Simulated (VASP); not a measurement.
# CsPbCl3 (Pm-3m) in VASP: further runs

The runs below take CsPbCl3 through single point, relaxation of cell and atoms, with PBEsol.

All numbers are computed with VASP 6.6.1; they aren't measurements. Logs are shortened: lines on timing, memory, paths and dates and some standing lists are left out, and cuts for length are marked.

## (1) The cell of the first run

The structure is cubic, space group Pm-3m (No. 221). The conventional cell has a = 5.619 Å, b = 5.619 Å, c = 5.619 Å, α = 90.00°, β = 90.00°, γ = 90.00°. Cs (site symmetry m-3m) has 12 Cl at 3.97 Å and 8 Pb at 4.87 Å within 5.2 Å. Within 3.7 Å of Pb (site symmetry m-3m) lie 6 Cl at 2.81 Å. Within 3.7 Å of Cl (site symmetry 4/mmm) lie 2 Pb at 2.81 Å.

## (2) Single point, PBEsol

INCAR reads:

```
SYSTEM = CsPbCl3
ALGO = Normal
EDIFF = 1E-7
ENCUT = 520
GGA = PS
ISIF = 2
ISMEAR = 0
LASPH = .TRUE.
LCHARG = .FALSE.
LREAL = .FALSE.
LWAVE = .FALSE.
NBANDS = 30
NELM = 100
PREC = Accurate
SIGMA = 0.02
```

KPOINTS reads:

```
k-points
0
G
  6 6 6
  0 0 0
```

POSCAR reads:

```
CsPbCl3
1.0
    5.6186532379      0.0000000000      0.0000000000
    0.0000000000      5.6186532379      0.0000000000
    0.0000000000      0.0000000000      5.6186532379
Cs Pb Cl
1 1 3
Direct
    0.0000000000      0.0000000000      0.0000000000
    0.5000000000      0.5000000000      0.5000000000
    0.5000000000      0.5000000000      0.0000000000
    0.0000000000      0.5000000000      0.5000000000
    0.5000000000      0.0000000000      0.5000000000
```

Potentials or basis: VASP PAW PBE potentials, release 64 (Cs_sv, Pb_d, Cl).

On the command line:

```console
cat potpaw_PBE.64/Cs_sv/POTCAR potpaw_PBE.64/Pb_d/POTCAR potpaw_PBE.64/Cl/POTCAR > POTCAR
mpirun -np 1 vasp_std > vasp.out
```

OUTCAR:

```text
SYSTEM = CsPbCl3
   EDIFF = 1E-7
   ENCUT = 520
   GGA = PS
   ISIF = 2
   ISMEAR = 0
   LASPH = .TRUE.
   LREAL = .FALSE.
   NELM = 100
   PREC = Accurate

 ion  position               nearest neighbor table
   1  0.000  0.000  0.000-
   2  0.500  0.500  0.500-   3 2.81   4 2.81   5 2.81   3 2.81   5 2.81   4 2.81
   3  0.500  0.500  0.000-   2 2.81   2 2.81
   4  0.000  0.500  0.500-   2 2.81   2 2.81
   5  0.500  0.000  0.500-   2 2.81   2 2.81

  LATTYP: Found a simple cubic cell.
 ALAT       =     5.6186532379

  Lattice vectors:

 A1 = (   5.6186532379,   0.0000000000,   0.0000000000)
 A2 = (   0.0000000000,   5.6186532379,   0.0000000000)
 A3 = (   0.0000000000,   0.0000000000,   5.6186532379)

Analysis of symmetry for initial positions (statically):
=====================================================================
 Subroutine PRICEL returns:
 Original cell was already a primitive cell.

 Routine SETGRP: Setting up the symmetry group for a
 simple cubic supercell.

 Subroutine GETGRP returns: Found 48 space group operations
[... 9 lines left out ...]

 Routine SETGRP: Setting up the symmetry group for a
 simple cubic supercell.

 Subroutine GETGRP returns: Found 48 space group operations
[... 11 lines left out ...]
                                     Primitive cell

  volume of cell :     177.3767

  direct lattice vectors                    reciprocal lattice vectors
     5.618653238  0.000000000  0.000000000     0.177978593  0.000000000  0.000000000
     0.000000000  5.618653238  0.000000000     0.000000000  0.177978593  0.000000000
     0.000000000  0.000000000  5.618653238     0.000000000  0.000000000  0.177978593

  length of vectors
     5.618653238  5.618653238  5.618653238     0.177978593  0.177978593  0.177978593

  position of ions in fractional coordinates (direct lattice)
     0.000000000  0.000000000  0.000000000
     0.500000000  0.500000000  0.500000000
     0.500000000  0.500000000  0.000000000
     0.000000000  0.500000000  0.500000000
     0.500000000  0.000000000  0.500000000

  ion indices of the primitive-cell ions
   primitive index   ion index
                 1           1
                 2           2
                 3           3
                 4           4
                 5           5

----------------------------------------------------------------------------------------

 KPOINTS: k-points

Automatic generation of k-mesh.
 Grid dimensions read from file:
 generate k-points for:    6    6    6

 Generating k-lattice:

  Cartesian coordinates                     Fractional coordinates (reciprocal lattice)
     0.029663099  0.000000000  0.000000000     0.166666667  0.000000000  0.000000000
     0.000000000  0.029663099  0.000000000     0.000000000  0.166666667  0.000000000
     0.000000000  0.000000000  0.029663099     0.000000000  0.000000000  0.166666667

  Length of vectors
     0.029663099  0.029663099  0.029663099

  Shift w.r.t. Gamma in fractional coordinates (k-lattice)
     0.000000000  0.000000000  0.000000000

 Subroutine IBZKPT returns following result:
 ===========================================

 Found     20 irreducible k-points:

 Following reciprocal coordinates:
            Coordinates               Weight
  0.000000  0.000000  0.000000      1.000000
  0.166667  0.000000  0.000000      6.000000
  0.333333  0.000000  0.000000      6.000000
  0.500000  0.000000  0.000000      3.000000
  0.166667  0.166667  0.000000     12.000000
  0.333333  0.166667  0.000000     24.000000
[... 12 lines left out ...]
  0.500000  0.500000  0.333333      6.000000
  0.500000  0.500000  0.500000      1.000000
   k-points           NKPTS =     20   k-points in BZ     NKDIM =     20   number of bands    NBANDS=     30
   number of dos      NEDOS =    301   number of ions     NIONS =      5
   total plane-waves  NPLWV =  74088
   dimension x,y,z NGX =    42 NGY =   42 NGZ =   42
   dimension x,y,z NGXF=    84 NGYF=   84 NGZF=   84
   ions per type =               1   1   3
   NGX,Y,Z   is equivalent  to a cutoff of  12.43, 12.43, 12.43 a.u.
   NGXF,Y,Z  is equivalent  to a cutoff of  24.85, 24.85, 24.85 a.u.
 SYSTEM =  CsPbCl3
   PREC   = accura    normal or accurate (medium, high low for compatibility)
   ISTART =      0    job   : 0-new  1-cont  2-samecut
   ICHARG =      2    charge: 1-file 2-atom 10-const
   ISPIN  =      1    spin polarized calculation?
   LNONCOLLINEAR =      F non collinear calculations
   LSORBIT =      F    spin-orbit coupling
   LASPH  =      T    aspherical Exc in radial PAW
   ENCUT  =  520.0 eV  38.22 Ry    6.18 a.u.  10.45 10.45 10.45*2*pi/ulx,y,z
   NELM   =    100;   NELMIN=  2; NELMDL= -5     # of ELM steps
   EDIFF  = 0.1E-06   stopping-criterion for ELM
   LREAL  =      F    real-space projection
   EDIFFG = 0.1E-05   stopping-criterion for IOM
   NSW    =      0    number of steps for IOM
   IBRION =     -1    ionic relax: 0-MD 1-quasi-New 2-CG
   NFREE  =      0    steps in history (QN), initial steepest desc. (CG)
   ISIF   =      2    stress and relaxation
   ISYM   =      2    0-nonsym 1-usesym 2-fastsym
   POTIM  = 0.5000    time-step for ionic-motion
   TEBEG  =    0.0;   TEEND  =   0.0 temperature during run
   PSTRESS=    0.0 pullay stress
   NELECT =      44.0000    total number of electrons
   NUPDOWN=      -1.0000    fix difference up-down
   EMIN   =  10.00;   EMAX   =-10.00  energy-range for DOS
   EFERMI =   0.00;   METHOD = LEGACY
   ISMEAR =     0;   SIGMA  =   0.02  broadening in eV -4-tet -1-fermi 0-gaus
   EFERMI_NEDOS =   21; number of points for ismear=-14 and -15
   IALGO  =     38    algorithm
   IMIX   =      4    mixing-type and parameters
     AMIX     =   0.40;   BMIX     =  1.00
     AMIX_MAG =   1.60;   BMIX_MAG =  1.00
  volume/ion in A,a.u.               =      35.48       239.40
  Fermi-wavevector in a.u.,A,eV,Ry     =   1.028632  1.943833 14.396113  1.058084
  Thomas-Fermi vector in A             =   2.162639
   LORBIT       =      0    0 simple, 1 ext, 2 COOP (PROOUT), +10 PAW based schemes
   GGA     = PS    functional components
   LHFCALC =     F    Hartree Fock is set to
   AEXX    =    0.0000 exact exchange contribution
   IVDW    =     0    specifies the selected vdW correction
   LEPSILON=     F    determine dielectric tensor
   LRPA    =     F    only Hartree local field effects (RPA)
 non-spin polarized calculation
 Gauss-broadening in eV      SIGMA  =   0.02
  energy-cutoff  :      520.00
  volume of cell :      177.38
 maximum number of plane-waves:      4801
 NGX is ok and might be reduce to    42
   NGX = 21   NGY = 21   NGZ = 21

 number of electron      44.0000009 magnetization

 Free energy of the ion-electron system (eV)
  ---------------------------------------------------
  ext. energy  EPLUGINS =         0.00000000
  ---------------------------------------------------
  free energy    TOTEN  =       -18.38205940 eV

  energy without entropy =      -18.38205940  energy(sigma->0) =      -18.38205940

 E-fermi :   1.7051     XC(G=0):  -7.9765

 val. band max:        1.6197816395   @ k =   0.5000   0.5000   0.5000
 cond. band min:       3.4589501493   @ k =   0.5000   0.5000   0.5000
 fundamental gap:      1.8391685098
 Fermi energy:         1.7050879658

 k-point     1 :       0.0000    0.0000    0.0000
  band No.  band energies     occupation
      1     -19.6880      2.00000
      2     -15.1159      2.00000
      3     -15.1159      2.00000
      4     -14.8715      2.00000
      5     -14.8715      2.00000
      6     -14.8715      2.00000
[... 22 lines left out ...]
     29       7.7092      0.00000
     30       7.7092      0.00000

 k-point     2 :       0.1667    0.0000    0.0000
  band No.  band energies     occupation
      1     -19.6874      2.00000
      2     -15.1159      2.00000
      3     -15.0908      2.00000
      4     -14.8719      2.00000
      5     -14.8719      2.00000
      6     -14.8715      2.00000
[... 22 lines left out ...]
     29       6.9840      0.00000
     30       7.7526      0.00000

 k-point     3 :       0.3333    0.0000    0.0000
  band No.  band energies     occupation
      1     -19.6864      2.00000
      2     -15.1157      2.00000
      3     -15.0389      2.00000
      4     -14.8726      2.00000
      5     -14.8726      2.00000
      6     -14.8715      2.00000
[... 22 lines left out ...]
     29       7.1242      0.00000
     30       8.1021      0.00000

 k-point     4 :       0.5000    0.0000    0.0000
  band No.  band energies     occupation
      1     -19.6858      2.00000
      2     -15.1157      2.00000
      3     -15.0122      2.00000
      4     -14.8730      2.00000
      5     -14.8730      2.00000
      6     -14.8715      2.00000
[... 22 lines left out ...]
     29       7.3264      0.00000
     30       8.4463      0.00000

 k-point     5 :       0.1667    0.1667    0.0000
  band No.  band energies     occupation
      1     -19.6869      2.00000
      2     -15.1036      2.00000
      3     -15.0772      2.00000
      4     -14.8723      2.00000
      5     -14.8719      2.00000
      6     -14.8719      2.00000
[... 22 lines left out ...]
     29       7.0235      0.00000
     30       7.6133      0.00000
[... 394 lines left out ...]
     29       7.6593      0.00000
     30       7.9758      0.00000

 k-point    18 :       0.5000    0.3333    0.3333
  band No.  band energies     occupation
      1     -19.6833      2.00000
      2     -14.9905      2.00000
      3     -14.9587      2.00000
      4     -14.8741      2.00000
      5     -14.8741      2.00000
      6     -14.8737      2.00000
[... 22 lines left out ...]
     29       7.4533      0.00000
     30       7.8686      0.00000

 k-point    19 :       0.5000    0.5000    0.3333
  band No.  band energies     occupation
      1     -19.6829      2.00000
      2     -14.9750      2.00000
      3     -14.9413      2.00000
      4     -14.8745      2.00000
      5     -14.8741      2.00000
      6     -14.8741      2.00000
[... 22 lines left out ...]
     29       7.2740      0.00000
     30       8.0705      0.00000

 k-point    20 :       0.5000    0.5000    0.5000
  band No.  band energies     occupation
      1     -19.6825      2.00000
      2     -14.9413      2.00000
      3     -14.9413      2.00000
      4     -14.8745      2.00000
      5     -14.8745      2.00000
      6     -14.8745      2.00000
[... 22 lines left out ...]
     29       7.1639      0.00000
     30       8.4148      0.00000

------------------------ aborting loop because EDIFF is reached ----------------------------------------

  FORCE on cell =-STRESS in cart. coord.  units (eV):
  Direction    XX          YY          ZZ          XY          YZ          ZX
  --------------------------------------------------------------------------------------
  -------------------------------------------------------------------------------------
  Total       -0.0333850     -0.0333850     -0.0333850     -0.0000000     -0.0000000     -0.0000000
  in kB       -0.3015539     -0.3015539     -0.3015539     -0.0000000     -0.0000000     -0.0000000
  external PRESSURE =      -0.3015539 kB  Pullay stress =       0.0000000 kB

 VOLUME and BASIS-vectors are now :
 -----------------------------------------------------------------------------
  energy-cutoff  :      520.00
  volume of cell :      177.38
      direct lattice vectors                 reciprocal lattice vectors
     5.618653238  0.000000000  0.000000000     0.177978593  0.000000000  0.000000000
     0.000000000  5.618653238  0.000000000     0.000000000  0.177978593  0.000000000
     0.000000000  0.000000000  5.618653238     0.000000000  0.000000000  0.177978593

 POSITION                                       TOTAL-FORCE (eV/Angst)
 -----------------------------------------------------------------------------------
      0.00000      0.00000      0.00000         0.000000      0.000000      0.000000
      2.80933      2.80933      2.80933         0.000000      0.000000      0.000000
      2.80933      2.80933      0.00000         0.000000      0.000000      0.000000
      0.00000      2.80933      2.80933         0.000000      0.000000      0.000000
      2.80933      0.00000      2.80933         0.000000      0.000000      0.000000
 -----------------------------------------------------------------------------------
    total drift:                                0.000000     -0.000000     -0.000000

  FREE ENERGIE OF THE ION-ELECTRON SYSTEM (eV)
  ---------------------------------------------------
  free  energy   TOTEN  =       -18.3820594049 eV

  energy  without entropy=      -18.3820594049  energy(sigma->0) =      -18.38205940
```

Run time: 46 s. Hardware: 1 thread of Intel Xeon Platinum 8559C (Emerald Rapids), shared host; peak memory 0.31 GiB.

What came out:

```yaml
Free_energy: -18.3821 eV
Pressure: 0.0 GPa
Band_gap_on_the_k_mesh: 1.84 eV, direct
```

Caveat: the PAW data sets were made with another functional, which shifts forces and pressure a little; spin-orbit coupling is left out, which moves the levels of the heavy elements.

## (3) Relaxation of cell and atoms, PBEsol

This run uses another cell than the first one, of 35.22 Å³/atom, 0.993 times its volume.

INCAR reads:

```
ALGO = Normal ; EDIFF = 1E-6
EDIFFG = -0.005 ; ENCUT = 600
GGA = PS ; IBRION = 2
ISIF = 3 ; ISMEAR = 0
LASPH = T ; LCHARG = F
LREAL = F ; LWAVE = F
NELM = 100 ; NSW = 100
PREC = Accurate ; SIGMA = 0.02
```

KPOINTS reads:

```
k-points
0
Gamma
  6 6 6
```

Changes to POSCAR since step 2:

```diff
@@ -2,5 +2,5 @@
 1.0
-    5.6186532379      0.0000000000      0.0000000000
-    0.0000000000      5.6186532379      0.0000000000
-    0.0000000000      0.0000000000      5.6186532379
+    5.6050000000      0.0000000000      0.0000000000
+    0.0000000000      5.6050000000      0.0000000000
+    0.0000000000      0.0000000000      5.6050000000
 Cs Pb Cl
```

Potentials or basis: VASP PAW PBE potentials, release 64 (Cs_sv, Pb_d, Cl).

On the command line:

```console
cat potpaw_PBE.64/Cs_sv/POTCAR potpaw_PBE.64/Pb_d/POTCAR potpaw_PBE.64/Cl/POTCAR > POTCAR
mpirun -np 1 vasp_std > vasp.out
```

Wall time 97 s (1 thread of Intel Xeon Platinum 8559C (Emerald Rapids), shared host); peak memory 0.41 GiB.

The run converged. Its results:

* Free energy: -18.3827 eV
* Relaxed volume: 35.47 Å³/atom
* Relaxed cell: a = 5.618 Å, b = 5.618 Å, c = 5.618 Å, α = 90.00°, β = 90.00°, γ = 90.00°
* Space group after relaxing (to 0.05 Å): Pm-3m (No. 221)
* Energy gained by relaxing: 0.2 meV/atom
* Ionic steps: 3
* Pressure after relaxing: 0.0 GPa
* Band gap on the k mesh: 1.84 eV, direct

The path:
```csv
step,energy change (eV),largest force (eV/Å),pressure (GPa),volume (Å³)
1,0.0000,0.0000,0.19,176.09
2,-0.0008,0.0000,0.04,177.13
3,-0.0008,0.0000,0.01,177.34
```

Final structure:
```cif
data_structure
_symmetry_space_group_name_H-M 'P 1'
_symmetry_Int_Tables_number 1
_cell_length_a 5.6183
_cell_length_b 5.6183
_cell_length_c 5.6183
_cell_angle_alpha 90.000
_cell_angle_beta 90.000
_cell_angle_gamma 90.000
_cell_volume 177.34
loop_
_atom_site_label
_atom_site_type_symbol
_atom_site_fract_x
_atom_site_fract_y
_atom_site_fract_z
_atom_site_occupancy
Cs1 Cs 0.00000 0.00000 0.00000 1
Pb1 Pb 0.50000 0.50000 0.50000 1
Cl1 Cl 0.50000 0.50000 0.00000 1
Cl2 Cl 0.00000 0.50000 0.50000 1
Cl3 Cl 0.50000 0.00000 0.50000 1
```

Levels at points of the mesh, in eV from the valence-band top:
| k point | band 20 | band 21 | band 22 | band 23 | band 24 | band 25 |
| --- | --- | --- | --- | --- | --- | --- |
| (0.00, 0.00, 0.00) | -2.48 | -2.48 | -2.48 | 3.24 | 4.25 | 4.25 |
| (0.50, 0.00, 0.00) | -2.59 | -2.59 | -1.67 | 2.94 | 4.62 | 5.17 |
| (0.50, 0.50, 0.00) | -2.71 | -2.17 | -0.81 | 2.43 | 2.43 | 4.86 |
| (0.50, 0.50, 0.50) | -2.15 | -2.15 | 0.00 | 1.84 | 1.84 | 1.84 |

Caveat: the PAW data sets were made with another functional, which shifts forces and pressure a little; spin-orbit coupling is left out, which moves the levels of the heavy elements. Zero-point motion and thermal expansion aren't in these numbers.

## (4) Single point, PBEsol

This run uses another cell than the first one, of 35.22 Å³/atom, 0.993 times its volume.

INCAR reads:

```
SYSTEM = CsPbCl3
  PREC = Accurate
  ENCUT = 520
  EDIFF = 1E-7
  ISMEAR = 0
  SIGMA = 0.1
  LREAL = .FALSE.
  LASPH = .TRUE.
  NELM = 100
  ALGO = Normal
  ISIF = 2
  LWAVE = .FALSE.
  LCHARG = .FALSE.
  GGA = PS
  NBANDS = 30
```

KPOINTS reads:

```
regular mesh
0
G
  4 4 4
  0 0 0
```

POSCAR is that of step 3.

On the command line:

```console
cat potpaw_PBE.64/Cs_sv/POTCAR potpaw_PBE.64/Pb_d/POTCAR potpaw_PBE.64/Cl/POTCAR > POTCAR
mpirun -np 1 vasp_std > vasp.out
```

Wall time 27 s (1 thread of Intel Xeon Platinum 8559C (Emerald Rapids), shared host); peak memory 0.27 GiB.

It converged, with:

- Free energy: -18.3575 eV
- Pressure: 0.2 GPa
- Band gap on the k mesh: 1.80 eV, direct

Levels at points of the mesh, in eV from the valence-band top:
```tsv
k point	band 18	band 19	band 20	band 21	band 22	band 23	band 24	band 25	band 26	band 27
(0.00, 0.00, 0.00)	-2.64	-2.64	-2.53	-2.53	-2.53	3.20	4.20	4.20	5.10	5.10
(0.50, 0.00, 0.00)	-2.74	-2.74	-2.64	-2.64	-1.69	2.92	4.59	5.13	5.24	5.24
(0.50, 0.50, 0.00)	-2.83	-2.83	-2.76	-2.21	-0.82	2.41	2.41	4.84	5.31	5.67
(0.50, 0.50, 0.50)	-2.75	-2.20	-2.20	-2.20	0.00	1.80	1.80	1.80	4.98	5.50
```

Caveat: the PAW data sets were made with another functional, which shifts forces and pressure a little; spin-orbit coupling is left out, which moves the levels of the heavy elements.

## (5) The runs side by side

| task | cell | k mesh | cutoff (eV) | smearing | gap on the mesh (eV) | pressure (GPa) |
| --- | --- | --- | --- | --- | --- | --- |
| single point | a = 5.619 Å, 5 atoms | 6 × 6 × 6 | 520 | gaussian 0.02 eV | 1.84 | 0.0 |
| relaxation of cell and atoms | relaxed from a = 5.605 Å, 5 atoms | 6 × 6 × 6 | 600 | gaussian 0.02 eV | 1.84 | 0.0 |
| single point | a = 5.605 Å, 5 atoms | 4 × 4 × 4 | 520 | gaussian 0.1 eV | 1.80 | 0.2 |

Alike in all rows: level PBEsol; potentials or basis VASP PAW PBE potentials, release 64 (Cs_sv, Pb_d, Cl); no spin polarisation.

Caveats: the PAW data sets were made with another functional, which shifts forces and pressure a little; spin-orbit coupling is left out, which moves the levels of the heavy elements.

Total energies depend on the potentials used, so only differences within one code and one set of settings carry meaning.
